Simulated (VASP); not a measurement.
Wanted: the native input for a VASP 6.6.1 run.

| Item | Value |
| --- | --- |
| Task | single point |
| Functional | PBE |
| Potentials or basis | VASP PAW PBE potentials, release 64 (Sc_sv, Ga_d, N) |
| Cutoff | 600 eV |
| k mesh | 3 × 3 × 3 |
| Occupations | gaussian, width 0.15 eV |
| Spin | no spin polarisation |
| Dipole correction | no |
| Further INCAR settings | ALGO = Normal; EDIFF = 1e-06; NBANDS = 34 |

The structure of Sc2GaN3 lies in POSCAR:

```
Sc2GaN3
1.0
   -2.6018613059      2.6018613059      3.9899892898
    2.6018613059     -2.6018613059      3.9899892898
    2.6018613059      2.6018613059     -3.9899892898
Sc Ga N
2 1 3
Direct
    0.5000000000      0.0000000000      0.5000000000
    0.0000000000      0.5000000000      0.5000000000
    0.0000000000      0.0000000000      0.0000000000
    0.7500000000      0.2500000000      0.5000000000
    0.2500000000      0.7500000000      0.5000000000
    0.5000000000      0.5000000000      0.0000000000
```

The cell was built from a structure type or drawn by symmetry, and may not be a known phase.

The input as run:

INCAR

```
SYSTEM = Sc2GaN3
  PREC = Accurate
  ENCUT = 600
  EDIFF = 1E-6
  ISMEAR = 0
  SIGMA = 0.15
  LREAL = .FALSE.
  LASPH = .TRUE.
  NELM = 120
  ALGO = Normal
  ISIF = 2
  LWAVE = .FALSE.
  LCHARG = .TRUE.
  GGA = PE
  LELF = .TRUE.
  LVHAR = .TRUE.
  NBANDS = 34
  GGA_COMPAT = .FALSE.
```

KPOINTS

```
Automatic mesh
0
G
  3 3 3
  0 0 0
```

Potentials or basis: VASP PAW PBE potentials, release 64 (Sc_sv, Ga_d, N).

Command:

```console
$ cat potpaw_PBE.64/Sc_sv/POTCAR potpaw_PBE.64/Ga_d/POTCAR potpaw_PBE.64/N/POTCAR > POTCAR
$ mpirun -np 1 vasp_std > vasp.out
```

Results of the run:

- Pressure: 0.3 GPa
- Band gap on the k mesh: zero (bands 25 and 26 overlap by 0.14 eV)

Caveat: the k points lie up to 0.48 Å⁻¹ apart.

Run time: 33 s on 1 thread of Intel(R) Xeon(R) 6975P-C (Granite Rapids), on a shared host, peak memory 0.32 GiB.
